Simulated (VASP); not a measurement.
Set up this calculation in VASP 6.6.1, as the native input.

* Task: relaxation of cell and atoms
* Functional: PBE
* Potentials or basis: VASP PAW PBE potentials, release 64 (Hf_pv)
* Cutoff: 600 eV
* k mesh: 6 × 6 × 2
* Occupations: gaussian, width 0.1 eV
* Spin: no spin polarisation
* Dipole correction: no
* Further INCAR settings: ALGO = Normal; EDIFF = 1e-06; IBRION = 2; EDIFFG = -0.04; NSW = 90; ISIF = 3

The structure of Hf lies in POSCAR:

```
Hf
1.0
    3.1850790300      0.0000000000      0.0000000000
   -1.5925395100      2.7583593500      0.0000000000
    0.0000000000      0.0000000000      7.6259434200
Hf
3
Direct
    0.0000000000      0.0000000000      0.0000000000
    0.6666666700      0.3333333300      0.6860385200
    0.3333333300      0.6666666700      0.3139614800
```

These files were run (other wordings do the same):

INCAR

```
SYSTEM = Hf
PREC = Accurate
ENCUT = 600
EDIFF = 1E-6
ISMEAR = 0
SIGMA = 0.1
LREAL = .FALSE.
LASPH = .TRUE.
NELM = 80
ALGO = Normal
ISIF = 3
LWAVE = .FALSE.
LCHARG = .FALSE.
GGA = PE
IBRION = 2
NSW = 90
EDIFFG = -0.04
```

KPOINTS

```
regular mesh
0
G
  6 6 2
  0 0 0
```

Potentials or basis: VASP PAW PBE potentials, release 64 (Hf_pv).

The run is started by

```sh
$ cat potpaw_PBE.64/Hf_pv/POTCAR > POTCAR
$ mpirun -np 1 vasp_std > vasp.out
```

Results of the run:

```
Relaxed volume                         : 22.40 Å³/atom
Relaxed cell                           : a = 3.147 Å, b = 3.147 Å, c = 7.835 Å, α = 90.00°, β = 90.00°, γ = 120.00°
Space group after relaxing (to 0.05 Å) : R-3m (No. 166)
Energy gained by relaxing              : 58.5 meV/atom
Ionic steps                            : 10
Pressure after relaxing                : 0.0 GPa
Largest force after relaxing           : 0.015 eV/Å
Band gap on the k mesh                 : zero (band 15 reaches 5.95 eV, above the bottom of band 16 at 4.63 eV)
```

Caveat: the k points lie up to 0.40 Å⁻¹ apart in the final cell; spin-orbit coupling is left out, which moves the levels of the heavy elements.

It took 2.7 min on 1 thread of Intel(R) Xeon(R) Platinum 8488C (Sapphire Rapids) (shared host), peak memory 0.23 GiB.
